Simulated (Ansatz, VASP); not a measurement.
One calculation of BaS, two programs

The input INCAR:

```
SYSTEM = BaS
ALGO = Normal ; EDIFF = 1E-7
ENCUT = 520 ; GGA = PE
ISIF = 2 ; ISMEAR = -1
LASPH = .TRUE. ; LCHARG = .FALSE.
LREAL = .FALSE. ; LWAVE = .FALSE.
NBANDS = 15 ; NELM = 100
PREC = Accurate ; SIGMA = 0.01
```

Contents of KPOINTS:

```
k-points
0
G
  7 7 7
  0 0 0
```

File POSCAR:

```
BaS
1.0
    0.0000000000      3.1937500000      3.1937500000
    3.1937500000      0.0000000000      3.1937500000
    3.1937500000      3.1937500000      0.0000000000
Ba S
1 1
Direct
    0.0000000000      0.0000000000      0.0000000000
    0.5000000000      0.5000000000      0.5000000000
```

Input for Ansatz:

```yaml
crystal:
  lattice:
    - [0.0, 3.19375, 3.19375]
    - [3.19375, 0.0, 3.19375]
    - [3.19375, 3.19375, 0.0]
  atoms:
    - { symbol: Ba, position: [0.0, 0.0, 0.0] }
    - { symbol: S, position: [0.5, 0.5, 0.5] }
kpoints:
  mp_grid: { grid: [7, 7, 7] }
  band_path:
    path:
      - [0.0, 0.0, 0.0]
      - [0.5, 0.0, 0.5]
      - [0.625, 0.25, 0.625]
      - [0.375, 0.375, 0.75]
      - [0.0, 0.0, 0.0]
      - [0.5, 0.5, 0.5]
      - [0.5, 0.25, 0.75]
      - [0.5, 0.0, 0.5]
    npoints: 5
scf:
  occupations: { method: fermi_dirac, width: 0.01 }
hamiltonian:
  xc: pbe
  pseudopotentials:
    kind: all_electron
    lapw: { basis_error: 0.00025 }
    relativity: none
output:
  forces: true
  stress: true
  eigenvalues: true
```

Alike in both runs: task single point; functional PBE; k mesh 7 × 7 × 7; occupations fermi-dirac, width 0.01 eV; no spin polarisation.

|  | VASP | Ansatz |
| --- | --- | --- |
| version | VASP 6.6.1 | Ansatz 0.2.0 |
| potentials or method | VASP PAW PBE potentials, release 64 (Ba_sv, S), cutoff 520 eV | all-electron LAPW, non-relativistic |

```tsv
	VASP	Ansatz	Ansatz less VASP
gap on the k mesh at the Fermi level (eV)	2.17	2.11	-0.052
pressure (GPa)	1.4	1.1	-0.31
```

Ansatz ran all-electron here, and VASP with PAW potentials.

Spin-orbit coupling is off throughout.
